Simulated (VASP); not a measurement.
# Nb in VASP: relaxation of the atoms with PBE

Aim: the relaxation of the atoms of Nb with PBE.

Program: VASP 6.6.1. These are calculated values, not measurements. Logs are shortened: lines on timing, memory, paths and dates and some standing lists are left out, and cuts for length are marked.

**1. The cell of the first run**

The cell holds a slab with vacuum, 3 atoms: a = 2.868 Å, b = 2.868 Å, c = 19.683 Å, α = 90.00°, β = 90.00°, γ = 109.47°.

**2. Relaxation of the atoms, PBE**

File INCAR:

```
  PREC = Accurate
  ENCUT = 520
  EDIFF = 1E-6
  ISMEAR = 0
  SIGMA = 0.1
  LREAL = False
  LASPH = True
  NELM = 80
  ALGO = Normal
  ISIF = 2
  LWAVE = False
  LCHARG = False
  LDIPOL = True
  IDIPOL = 3
  DIPOL = 0.5 0.5 0.500
  GGA = PE
  IBRION = 2
  NSW = 80
  EDIFFG = -0.02
```

File KPOINTS:

```
Automatic mesh
0
Gamma
  13 13 1
```

File POSCAR:

```
Nb
1.0
    2.8675105717      0.0000000000      0.0000000000
   -0.9558368572      2.7035148938      0.0000000000
    0.0000000000      0.0000000000     19.6826251551
Nb
3
Direct
    0.5000000000      0.5000000000      0.3810467324
    0.0000000000      0.0000000000      0.5000000000
    0.5000000000      0.5000000000      0.6189532676
```

Potentials or basis: VASP PAW PBE potentials, release 64 (Nb_sv).

Command:

```console
> cat potpaw_PBE.64/Nb_sv/POTCAR > POTCAR
> mpirun -np 1 vasp_std > vasp.out
```

OUTCAR:

```text
PREC = Accurate
   ENCUT = 520
   EDIFF = 1E-6
   ISMEAR = 0
   LREAL = False
   LASPH = True
   NELM = 80
   ISIF = 2
   GGA = PE
   IBRION = 2
   NSW = 80
   EDIFFG = -0.02

 ion  position               nearest neighbor table
   1  0.500  0.500  0.381-   2 2.87   2 2.87
   2  0.000  0.000  0.500-   1 2.87   3 2.87   1 2.87   3 2.87
   3  0.500  0.500  0.619-   2 2.87   2 2.87

  LATTYP: Found a base centered orthorhombic cell.
 ALAT       =     3.3111160009
 B/A-ratio  =     1.4142135624
 C/A-ratio  =     5.9444082145

  Lattice vectors:

 A1 = (   2.8675105717,   0.0000000000,   0.0000000000)
 A2 = (  -0.9558368572,   2.7035148938,   0.0000000000)
 A3 = (   0.0000000000,   0.0000000000,  19.6826251551)

Analysis of symmetry for initial positions (statically):
=====================================================================
 Subroutine PRICEL returns:
 Original cell was already a primitive cell.

 Routine SETGRP: Setting up the symmetry group for a
 base centered orthorhombic supercell.

 Subroutine GETGRP returns: Found  8 space group operations
 (whereof  8 operations were pure point group operations)
 out of a pool of  8 trial point group operations.

The static configuration has the point symmetry D_2h.

Analysis of symmetry for dynamics (positions and initial velocities):
=====================================================================
 Subroutine PRICEL returns:
 Original cell was already a primitive cell.

 Routine SETGRP: Setting up the symmetry group for a
 base centered orthorhombic supercell.

 Subroutine GETGRP returns: Found  8 space group operations
 (whereof  8 operations were pure point group operations)
 out of a pool of  8 trial point group operations.

The dynamic configuration has the point symmetry D_2h.

 Subroutine INISYM returns: Found  8 space group operations
 (whereof  8 operations are pure point group operations),
 and found     1 'primitive' translations

----------------------------------------------------------------------------------------

                                     Primitive cell

  volume of cell :     152.5867

  direct lattice vectors                    reciprocal lattice vectors
     2.867510572  0.000000000  0.000000000     0.348734547  0.123296281  0.000000000
    -0.955836857  2.703514894  0.000000000     0.000000000  0.369888844  0.000000000
     0.000000000  0.000000000 19.682625155     0.000000000  0.000000000  0.050806231

  length of vectors
     2.867510572  2.867510572 19.682625155     0.369888844  0.369888844  0.050806231

  position of ions in fractional coordinates (direct lattice)
     0.500000000  0.500000000  0.381046732
     0.000000000  0.000000000  0.500000000
     0.500000000  0.500000000  0.618953268

  ion indices of the primitive-cell ions
   primitive index   ion index
                 1           1
                 2           2
                 3           3

----------------------------------------------------------------------------------------

 KPOINTS: Automatic mesh

Automatic generation of k-mesh.
 Grid dimensions read from file:
 generate k-points for:   13   13    1

 Generating k-lattice:

  Cartesian coordinates                     Fractional coordinates (reciprocal lattice)
     0.026825734  0.009484329  0.000000000     0.076923077 -0.000000000  0.000000000
     0.000000000  0.028452988  0.000000000     0.000000000  0.076923077  0.000000000
     0.000000000  0.000000000  0.050806231     0.000000000  0.000000000  1.000000000

  Length of vectors
     0.028452988  0.028452988  0.050806231

  Shift w.r.t. Gamma in fractional coordinates (k-lattice)
     0.000000000  0.000000000  0.000000000

 Subroutine IBZKPT returns following result:
 ===========================================

 Found     49 irreducible k-points:

 Following reciprocal coordinates:
            Coordinates               Weight
  0.000000  0.000000  0.000000      1.000000
  0.076923  0.000000  0.000000      4.000000
  0.153846 -0.000000  0.000000      4.000000
  0.230769  0.000000  0.000000      4.000000
  0.307692 -0.000000  0.000000      4.000000
  0.384615  0.000000  0.000000      4.000000
[... 16 lines left out ...]
  0.384615  0.153846  0.000000      4.000000
  0.461538  0.153846  0.000000      4.000000
 [... further k-points ...]
   k-points           NKPTS =     49   k-points in BZ     NKDIM =     49   number of bands    NBANDS=     23
   number of dos      NEDOS =    301   number of ions     NIONS =      3
   total plane-waves  NPLWV =  86400
   dimension x,y,z NGX =    24 NGY =   24 NGZ =  150
   dimension x,y,z NGXF=    48 NGYF=   48 NGZF=  300
   ions per type =               3
   NGX,Y,Z   is equivalent  to a cutoff of  13.91, 13.91, 12.67 a.u.
   NGXF,Y,Z  is equivalent  to a cutoff of  27.83, 27.83, 25.34 a.u.
 SYSTEM =  unknown system
   PREC   = accura    normal or accurate (medium, high low for compatibility)
   ISTART =      0    job   : 0-new  1-cont  2-samecut
   ICHARG =      2    charge: 1-file 2-atom 10-const
   ISPIN  =      1    spin polarized calculation?
   LNONCOLLINEAR =      F non collinear calculations
   LSORBIT =      F    spin-orbit coupling
   LASPH  =      T    aspherical Exc in radial PAW
   ENCUT  =  520.0 eV  38.22 Ry    6.18 a.u.   5.33  5.33 36.60*2*pi/ulx,y,z
   NELM   =     80;   NELMIN=  2; NELMDL= -5     # of ELM steps
   EDIFF  = 0.1E-05   stopping-criterion for ELM
   LREAL  =      F    real-space projection
   EDIFFG = -.2E-01   stopping-criterion for IOM
   NSW    =     80    number of steps for IOM
   IBRION =      2    ionic relax: 0-MD 1-quasi-New 2-CG
   NFREE  =      1    steps in history (QN), initial steepest desc. (CG)
   ISIF   =      2    stress and relaxation
   ISYM   =      2    0-nonsym 1-usesym 2-fastsym
   POTIM  = 0.5000    time-step for ionic-motion
   TEBEG  =    0.0;   TEEND  =   0.0 temperature during run
   PSTRESS=    0.0 pullay stress
   NELECT =      39.0000    total number of electrons
   NUPDOWN=      -1.0000    fix difference up-down
   EMIN   =  10.00;   EMAX   =-10.00  energy-range for DOS
   EFERMI =   0.00;   METHOD = LEGACY
   ISMEAR =     0;   SIGMA  =   0.10  broadening in eV -4-tet -1-fermi 0-gaus
   EFERMI_NEDOS =   21; number of points for ismear=-14 and -15
   IALGO  =     38    algorithm
   IMIX   =      4    mixing-type and parameters
     AMIX     =   0.40;   BMIX     =  1.00
     AMIX_MAG =   1.60;   BMIX_MAG =  1.00
  volume/ion in A,a.u.               =      50.86       343.24
  Fermi-wavevector in a.u.,A,eV,Ry     =   1.038941  1.963313 14.686098  1.079398
  Thomas-Fermi vector in A             =   2.173448
   LORBIT       =      0    0 simple, 1 ext, 2 COOP (PROOUT), +10 PAW based schemes
   GGA     = PE    functional components
   LHFCALC =     F    Hartree Fock is set to
   AEXX    =    0.0000 exact exchange contribution
   IVDW    =     0    specifies the selected vdW correction
   LEPSILON=     F    determine dielectric tensor
   LRPA    =     F    only Hartree local field effects (RPA)
 conjugate gradient relaxation of ions
 non-spin polarized calculation
 Gauss-broadening in eV      SIGMA  =   0.10
  energy-cutoff  :      520.00
  volume of cell :      152.59
 maximum number of plane-waves:      4142
 NGX is ok and might be reduce to    24
   NGX = 11   NGY = 11   NGZ = 73

--------------------------------------- Ionic step        1  -------------------------------------------

 number of electron      39.0000000 magnetization

 Free energy of the ion-electron system (eV)
  ---------------------------------------------------
  ext. energy  EPLUGINS =         0.00000000
  ---------------------------------------------------
  free energy    TOTEN  =       -28.58856349 eV

  energy without entropy =      -28.56484971  energy(sigma->0) =      -28.57670660

------------------------ aborting loop because EDIFF is reached ----------------------------------------

  FORCE on cell =-STRESS in cart. coord.  units (eV):
  Direction    XX          YY          ZZ          XY          YZ          ZX
  --------------------------------------------------------------------------------------
  -------------------------------------------------------------------------------------
  Total       -4.7129249     -4.2381069     -1.7899787      0.6714941      0.0000000      0.0000000
  in kB      -49.4862203    -44.5005800    -18.7949692      7.0507601      0.0000000      0.0000000
  external PRESSURE =     -37.5939232 kB  Pullay stress =       0.0000000 kB

 VOLUME and BASIS-vectors are now :
 -----------------------------------------------------------------------------
  energy-cutoff  :      520.00
  volume of cell :      152.59
      direct lattice vectors                 reciprocal lattice vectors
     2.867510572  0.000000000  0.000000000     0.348734547  0.123296281  0.000000000
    -0.955836857  2.703514894  0.000000000     0.000000000  0.369888844  0.000000000
     0.000000000  0.000000000 19.682625155     0.000000000  0.000000000  0.050806231
[... 75 lines left out ...]
 POSITION                                       TOTAL-FORCE (eV/Angst)
 -----------------------------------------------------------------------------------
      0.95584      1.35176      7.56347        -0.000000      0.000000      0.028711
      0.00000      0.00000      9.84131         0.000000      0.000000     -0.000000
      0.95584      1.35176     12.11916         0.000000      0.000000     -0.028711
 -----------------------------------------------------------------------------------
    total drift:                                0.000000     -0.000000     -0.000000

  FREE ENERGIE OF THE ION-ELECTRON SYSTEM (eV)
  ---------------------------------------------------
  free  energy   TOTEN  =       -28.6148560762 eV

  energy  without entropy=      -28.5912443513  energy(sigma->0) =      -28.60305021

--------------------------------------- Ionic step        4  -------------------------------------------

 number of electron      39.0000000 magnetization

 dipolmoment           0.000000      0.000000     -0.000000 electrons x Angstroem

 Free energy of the ion-electron system (eV)
  ---------------------------------------------------
  ext. energy  EPLUGINS =         0.00000000
  ---------------------------------------------------
  free energy    TOTEN  =       -28.61500384 eV

  energy without entropy =      -28.59137298  energy(sigma->0) =      -28.60318841

 E-fermi :   1.2384     XC(G=0):  -5.4628

 val. band max:        1.2257303045   @ k =   0.0769   0.0000   0.0000
 cond. band min:       1.2395774501   @ k =  -0.3077   0.3077   0.0000
 fundamental gap:      0.0138471456
 Fermi energy:         1.2383732279

 k-point     1 :       0.0000    0.0000    0.0000
  band No.  band energies     occupation
      1     -53.4501      2.00000
      2     -53.4136      2.00000
      3     -53.1281      2.00000
      4     -29.9733      2.00000
      5     -29.5651      2.00000
      6     -29.1185      2.00000
[... 15 lines left out ...]
     22       1.8634      0.00000
     23       2.8232      0.00000
[... 575 lines left out ...]
      1     -53.2792      2.00000
      2     -53.2771      2.00000
      3     -53.0264      2.00000
      4     -29.9698      2.00000
      5     -29.8658      2.00000
      6     -29.8374      2.00000
[... 15 lines left out ...]
     22       2.5498      0.00000
     23       3.1876      0.00000

 [... further k-points ...]

------------------------ aborting loop because EDIFF is reached ----------------------------------------

 vacuum level on the upper side and lower side of the slab       (xc-potential included)        -0.011        -0.011

  FORCE on cell =-STRESS in cart. coord.  units (eV):
  Direction    XX          YY          ZZ          XY          YZ          ZX
  --------------------------------------------------------------------------------------
  -------------------------------------------------------------------------------------
  Total       -3.5877382     -3.2875981     -0.0304454      0.4244622      0.0000000      0.0000000
  in kB      -37.6716388    -34.5201350     -0.3196797      4.4568995      0.0000000      0.0000000
  external PRESSURE =     -24.1704845 kB  Pullay stress =       0.0000000 kB

 VOLUME and BASIS-vectors are now :
 -----------------------------------------------------------------------------
  energy-cutoff  :      520.00
  volume of cell :      152.59
      direct lattice vectors                 reciprocal lattice vectors
     2.867510572  0.000000000  0.000000000     0.348734547  0.123296281  0.000000000
    -0.955836857  2.703514894  0.000000000     0.000000000  0.369888844  0.000000000
     0.000000000  0.000000000 19.682625155     0.000000000  0.000000000  0.050806231

 POSITION                                       TOTAL-FORCE (eV/Angst)
 -----------------------------------------------------------------------------------
      0.95584      1.35176      7.56860        -0.000000      0.000000     -0.002885
      0.00000      0.00000      9.84131        -0.000000      0.000000      0.000000
      0.95584      1.35176     12.11403         0.000000      0.000000      0.002885
 -----------------------------------------------------------------------------------
    total drift:                                0.000000     -0.000000     -0.000000

  FREE ENERGIE OF THE ION-ELECTRON SYSTEM (eV)
  ---------------------------------------------------
  free  energy   TOTEN  =       -28.6150038359 eV

  energy  without entropy=      -28.5913729838  energy(sigma->0) =      -28.60318841

 reached required accuracy - stopping structural energy minimisation

 vacuum level on the upper side and lower side of the slab         5.806         5.806
```

Run time: 5 min. Hardware: 1 thread of Intel Xeon 6975P-C (Granite Rapids), shared host; peak memory 0.37 GiB.

What came out:

```
Free energy               : -28.6150 eV
Energy gained by relaxing : 8.8 meV/atom
Ionic steps               : 4
Band gap on the k mesh    : zero (an odd number of electrons rules out a gap without spin polarisation)
```

Forces in eV/Å, atoms in the order of the input:
```
Nb   0.000  0.000 -0.003
Nb   0.000  0.000  0.000
Nb   0.000  0.000  0.003
```

Step by step:
| step | energy change (eV) | largest force (eV/Å) | pressure (GPa) |
| --- | --- | --- | --- |
| 1 | 0.0000 | 0.3739 | -3.76 |
| 2 | -0.0119 | 0.2829 | -3.42 |
| 3 | -0.0263 | 0.0287 | -2.52 |
| 4 | -0.0264 | 0.0029 | -2.42 |

Final structure:
```
CELL_PARAMETERS angstrom
2.86751 0.00000 0.00000
-0.95584 2.70351 0.00000
0.00000 0.00000 19.68263
ATOMIC_POSITIONS crystal
Nb 0.50000 0.50000 0.38453
Nb 0.00000 0.00000 0.50000
Nb 0.50000 0.50000 0.61547
```
